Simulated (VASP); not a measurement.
# BN (Fmm2) in VASP: further runs, part 2 of 3

VASP 6.6.1. The steps go on from the part before.

**3. Relaxation of shape and atoms at fixed volume, PBE+D3(BJ) (7.99 Å³/atom)**

This run uses another cell than the first one, of 7.99 Å³/atom.

INCAR reads:

```
PREC = Accurate ; ENCUT = 600
EDIFF = 1E-7 ; ISMEAR = 0
SIGMA = 0.02 ; LREAL = False
LASPH = True ; NELM = 80
ALGO = Normal ; ISIF = 4
LWAVE = False ; LCHARG = False
GGA = PE ; IVDW = 12
IBRION = 2 ; NSW = 50
EDIFFG = -0.01
```

KPOINTS reads:

```
regular mesh
0
Gamma
  12 12 12
```

POSCAR reads:

```
BN
1.0
    0.0000000000      3.0282060733      2.1348843376
    1.2361492118      0.0000000000      2.1348843376
    1.2361492118      3.0282060733      0.0000000000
B N
1 1
Direct
    0.0001975413      0.0001975413      0.9998024587
    0.6665024487      0.6665024487      0.3334975513
```

Potentials or basis: VASP PAW PBE potentials, release 64 (B, N).

Launch:

```sh
$ cat potpaw_PBE.64/B/POTCAR potpaw_PBE.64/N/POTCAR > POTCAR
$ mpirun -np 1 vasp_std > vasp.out
```

OUTCAR:

```text
PREC = Accurate
   ENCUT = 600
   EDIFF = 1E-7
   ISMEAR = 0
   LREAL = False
   LASPH = True
   NELM = 80
   ISIF = 4
   GGA = PE
   IVDW = 12
   IBRION = 2
   NSW = 50
   EDIFFG = -0.01
 IVDW          = 12

 ion  position               nearest neighbor table
   1  0.000  0.000  1.000-   2 1.42   2 1.43   2 1.43
   2  0.667  0.667  0.333-   1 1.42   1 1.43   1 1.43

  LATTYP: Found a face centered orthorhombic cell.
 ALAT       =     2.4722984236
 B/A-ratio  =     1.7270442089
 C/A-ratio  =     2.4497091811

  Lattice vectors:

 A1 = (   0.0000000000,   3.0282060733,   2.1348843376)
 A2 = (  -1.2361492118,   3.0282060733,   0.0000000000)
 A3 = (  -1.2361492118,   0.0000000000,   2.1348843376)

Analysis of symmetry for initial positions (statically):
=====================================================================
 Subroutine PRICEL returns:
 Original cell was already a primitive cell.

 Routine SETGRP: Setting up the symmetry group for a
 face centered orthorhombic supercell.

 Subroutine GETGRP returns: Found  4 space group operations
 (whereof  4 operations were pure point group operations)
 out of a pool of  8 trial point group operations.

The static configuration has the point symmetry C_2v.

Analysis of symmetry for dynamics (positions and initial velocities):
=====================================================================
 Subroutine PRICEL returns:
 Original cell was already a primitive cell.

 Routine SETGRP: Setting up the symmetry group for a
 face centered orthorhombic supercell.

 Subroutine GETGRP returns: Found  4 space group operations
 (whereof  4 operations were pure point group operations)
 out of a pool of  8 trial point group operations.

The dynamic configuration has the point symmetry C_2v.

 Subroutine INISYM returns: Found  4 space group operations
 (whereof  4 operations are pure point group operations),
 and found     1 'primitive' translations

----------------------------------------------------------------------------------------
[... 102 lines left out ...]
   TEBEG  =    0.0;   TEEND  =   0.0 temperature during run
   PSTRESS=    0.0 pullay stress
   NELECT =       8.0000    total number of electrons
   NUPDOWN=      -1.0000    fix difference up-down
   EMIN   =  10.00;   EMAX   =-10.00  energy-range for DOS
   EFERMI =   0.00;   METHOD = LEGACY
   ISMEAR =     0;   SIGMA  =   0.02  broadening in eV -4-tet -1-fermi 0-gaus
   EFERMI_NEDOS =   21; number of points for ismear=-14 and -15
   IALGO  =     38    algorithm
   IMIX   =      4    mixing-type and parameters
     AMIX     =   0.40;   BMIX     =  1.00
     AMIX_MAG =   1.60;   BMIX_MAG =  1.00
  volume/ion in A,a.u.               =       7.99        53.93
  Fermi-wavevector in a.u.,A,eV,Ry     =   1.299824  2.456311 22.987626  1.689543
  Thomas-Fermi vector in A             =   2.431063
   LORBIT       =      0    0 simple, 1 ext, 2 COOP (PROOUT), +10 PAW based schemes
   GGA     = PE    functional components
   LHFCALC =     F    Hartree Fock is set to
   AEXX    =    0.0000 exact exchange contribution
   IVDW    =    12    specifies the selected vdW correction
   LEPSILON=     F    determine dielectric tensor
   LRPA    =     F    only Hartree local field effects (RPA)
 conjugate gradient relaxation of ions
 non-spin polarized calculation
 Gauss-broadening in eV      SIGMA  =   0.02
  energy-cutoff  :      600.00
  volume of cell :       15.98
 maximum number of plane-waves:       555
 NGX is ok and might be reduce to    30
   NGX = 15   NGY =  9   NGZ = 13

--------------------------------------- Ionic step        1  -------------------------------------------

 number of electron       8.0000000 magnetization

 Free energy of the ion-electron system (eV)
  ---------------------------------------------------
  ext. energy  EPLUGINS =         0.00000000
  ---------------------------------------------------
  free energy    TOTEN  =       -17.48524141 eV

  energy without entropy =      -17.48524141  energy(sigma->0) =      -17.48524141

------------------------ aborting loop because EDIFF is reached ----------------------------------------

 Edisp (eV)   -0.32424

 E8    (eV) :    -0.0959
[... 191 lines left out ...]
--------------------------------------- Ionic step        6  -------------------------------------------

 number of electron       8.0000000 magnetization

 Free energy of the ion-electron system (eV)
  ---------------------------------------------------
  ext. energy  EPLUGINS =         0.00000000
  ---------------------------------------------------
  free energy    TOTEN  =       -17.49704834 eV

  energy without entropy =      -17.49704834  energy(sigma->0) =      -17.49704834

 E-fermi :   3.9384     XC(G=0): -10.8472

 val. band max:        3.7541483736   @ k =   0.5000  -0.4167   0.0833
 cond. band min:       6.5898783444   @ k =   0.0000   0.5000   0.5000
 fundamental gap:      2.8357299708
 Fermi energy:         3.9384009859

 k-point     1 :       0.0000    0.0000    0.0000
  band No.  band energies     occupation
      1     -14.7719      2.00000
      2      -0.0893      2.00000
      3       2.0085      2.00000
      4       2.0316      2.00000
      5       9.4004      0.00000
      6      14.9536      0.00000
      7      15.1822      0.00000
      8      16.7955      0.00000
[... 243 lines left out ...]
 k-point    24 :      -0.4167    0.1667    0.0000
  band No.  band energies     occupation
      1     -11.0817      2.00000
      2      -5.3479      2.00000
      3      -2.2192      2.00000
      4       2.7264      2.00000
      5       8.1334      0.00000
      6      15.0803      0.00000
      7      17.5316      0.00000
      8      20.1369      0.00000

 [... further k-points ...]

------------------------ aborting loop because EDIFF is reached ----------------------------------------

 Edisp (eV)   -0.32526

 E8    (eV) :    -0.0964
[... 25 lines left out ...]
  FREE ENERGIE OF THE ION-ELECTRON SYSTEM (eV)
  ---------------------------------------------------
  free  energy   TOTEN  =       -17.8223110318 eV

  energy  without entropy=      -17.8223110318  energy(sigma->0) =      -17.82231103

 reached required accuracy - stopping structural energy minimisation
```

OSZICAR:

```text
N       E                     dE             d eps       ncg     rms          rms(c)
DAV:   1     0.173410208592E+02    0.17341E+02   -0.54609E+03  4528   0.108E+03
DAV:   2    -0.188495740376E+02   -0.36191E+02   -0.34586E+02  6080   0.204E+02
[... 41 lines left out ...]
   5 F= -.17822274E+02 E0= -.17822274E+02  d E =0.285654E-04
       N       E                     dE             d eps       ncg     rms          rms(c)
DAV:   1    -0.174970679745E+02   -0.58866E-04   -0.21575E-03  6184   0.447E-01    0.273E-02
DAV:   2    -0.174970546325E+02    0.13342E-04   -0.32246E-05  5592   0.711E-02    0.151E-02
DAV:   3    -0.174970483023E+02    0.63302E-05   -0.17574E-05  7152   0.421E-02    0.166E-03
DAV:   4    -0.174970483383E+02   -0.35969E-07   -0.82224E-07  4608   0.107E-02
   6 F= -.17822311E+02 E0= -.17822311E+02  d E =-.869674E-05
```

CONTCAR:

```text
BN
   1.00000000000000
     0.0000000000000000    2.9704740954328770    2.1548311905140949
     1.2485089239402036    0.0000000000000000    2.1548311905140949
     1.2485089239402036    2.9704740954328770    0.0000000000000000
  B               N
     1     1
Direct
     0.0002268127174564    0.0002268127174564    0.9997731872825437
     0.6664731772825416    0.6664731772825416    0.3335268227174585

  0.00000000E+00  0.00000000E+00  0.00000000E+00
  0.00000000E+00  0.00000000E+00  0.00000000E+00
```

Wall time 4.8 min (1 thread of Intel Xeon 8259CL, shared host); peak memory 0.19 GiB.

Results:

```
Free energy                  : -17.8223 eV
Energy gained by relaxing    : 6.4 meV/atom
Ionic steps                  : 6
Pressure after relaxing      : 6.2 GPa
Largest force after relaxing : 0.009 eV/Å
Band gap on the k mesh       : 2.84 eV (least direct gap 4.56 eV)
Dispersion energy per atom   : -0.163 eV
```

Forces in eV/Å, atoms in the order of the input:
```
B    0.000  0.000  0.009
N    0.000  0.000 -0.009
```

The path:
```csv
step,energy change (eV),largest force (eV/Å),pressure (GPa),volume (Å³)
1,0.0000,0.0065,13.86,15.98
2,-0.0124,0.0119,5.05,15.98
3,-0.0128,0.0095,6.30,15.98
4,-0.0128,0.0098,6.17,15.98
5,-0.0128,0.0493,6.15,15.98
6,-0.0128,0.0092,6.16,15.98
```

Final structure:
```xyz
2
Lattice="0.0000 2.9705 2.1548 1.2485 0.0000 2.1548 1.2485 2.9705 0.0000" Properties=species:S:1:pos:R:3 pbc="T T T"
B     1.2485    2.9705    0.0010
N     1.2485    2.9705    2.8723
```

Levels at points of the mesh, in eV from the valence-band top:
| k point | band 1 | band 2 | band 3 | band 4 | band 5 | band 6 | band 7 | band 8 |
| --- | --- | --- | --- | --- | --- | --- | --- | --- |
| (0.00, 0.00, 0.00) | -18.53 | -3.84 | -1.75 | -1.72 | 5.65 | 11.20 | 11.43 | 13.04 |
| (0.50, 0.00, 0.00) | -15.08 | -9.42 | -4.57 | -1.39 | 4.20 | 9.71 | 14.04 | 17.56 |
| (0.50, 0.50, 0.00) | -15.24 | -9.69 | -4.55 | -0.20 | 6.44 | 9.31 | 12.61 | 14.85 |
| (0.50, 0.00, 0.50) | -17.88 | -7.31 | -1.84 | -1.71 | 10.98 | 11.05 | 11.27 | 12.67 |
| (0.00, 0.50, 0.50) | -14.86 | -9.09 | -4.72 | -2.44 | 2.84 | 9.41 | 15.67 | 19.99 |

**4. Relaxation of shape and atoms at fixed volume, PBE+D3(BJ) (8.26 Å³/atom)**

This run uses another cell than the first one, of 8.26 Å³/atom.

INCAR reads:

```
SYSTEM = BN
PREC = Accurate
ENCUT = 600
EDIFF = 1E-7
ISMEAR = 0
SIGMA = 0.02
LREAL = .False.
LASPH = .True.
NELM = 60
ALGO = Normal
ISIF = 4
LWAVE = .False.
LCHARG = .False.
GGA = PE
IVDW = 12
IBRION = 2
NSW = 50
EDIFFG = -0.01
```

KPOINTS reads:

```
regular mesh
0
Gamma
  12 12 12
  0 0 0
```

POSCAR reads:

```
BN
1.0
    0.0000000000      3.1192262945      2.1397626335
    1.2381604039      0.0000000000      2.1397626335
    1.2381604039      3.1192262945      0.0000000000
B N
1 1
Direct
    0.0001587785      0.0001587785      0.9998412215
    0.6665412115      0.6665412115      0.3334587885
```

Launch:

```sh
$ cat potpaw_PBE.64/B/POTCAR potpaw_PBE.64/N/POTCAR > POTCAR
$ mpirun -np 1 vasp_std > vasp.out
```

Run time: 4.4 min. Hardware: 1 thread of Intel Xeon 8259CL, shared host; peak memory 0.19 GiB.

It converged, with:

```
Free energy                  : -17.8405 eV
Energy gained by relaxing    : 6.2 meV/atom
Ionic steps                  : 6
Pressure after relaxing      : 4.0 GPa
Largest force after relaxing : 0.008 eV/Å
Band gap on the k mesh       : 3.10 eV (least direct gap 4.56 eV)
Dispersion energy per atom   : -0.157 eV
```

Forces on the atoms (eV/Å):
```
B    0.000  0.000  0.008
N    0.000  0.000 -0.008
```

Stress tensor (GPa, compression positive):
```
4.12 0.00 0.00
0.00 3.85 0.00
0.00 0.00 4.05
```

The path:
| step | energy change (eV) | largest force (eV/Å) | pressure (GPa) | volume (Å³) |
| --- | --- | --- | --- | --- |
| 1 | 0.0000 | 0.0048 | 11.21 | 16.53 |
| 2 | -0.0122 | 0.0080 | 2.88 | 16.53 |
| 3 | -0.0125 | 0.0066 | 3.86 | 16.53 |
| 4 | -0.0125 | 0.0064 | 4.01 | 16.53 |
| 5 | -0.0124 | 0.0341 | 4.00 | 16.53 |
| 6 | -0.0125 | 0.0078 | 4.01 | 16.53 |

Final structure:
```yaml
crystal:
  lattice:
    - [0.00000, 3.06202, 2.15909]
    - [1.25000, 0.00000, 2.15909]
    - [1.25000, 3.06202, 0.00000]
  atoms:
    - { symbol: B, position: [0.00018, 0.00018, 0.99982] }
    - { symbol: N, position: [0.66652, 0.66652, 0.33348] }
```

Levels at points of the mesh, in eV from the valence-band top:
```csv
k point,band 1,band 2,band 3,band 4,band 5,band 6,band 7,band 8
"(0.00, 0.00, 0.00)",-18.30,-3.93,-1.62,-1.60,5.50,11.31,11.49,13.08
"(0.50, 0.00, 0.00)",-14.93,-9.26,-4.44,-1.25,4.34,9.77,13.93,17.20
"(0.50, 0.50, 0.00)",-15.05,-9.48,-4.42,-0.23,6.35,9.35,12.55,14.61
"(0.50, 0.00, 0.50)",-17.78,-6.98,-1.69,-1.59,10.80,11.19,11.37,12.59
"(0.00, 0.50, 0.50)",-14.75,-9.00,-4.55,-2.16,3.10,9.57,15.45,19.74
```

A k mesh can miss the band edges.

(Part 2 of 3 ends here.)
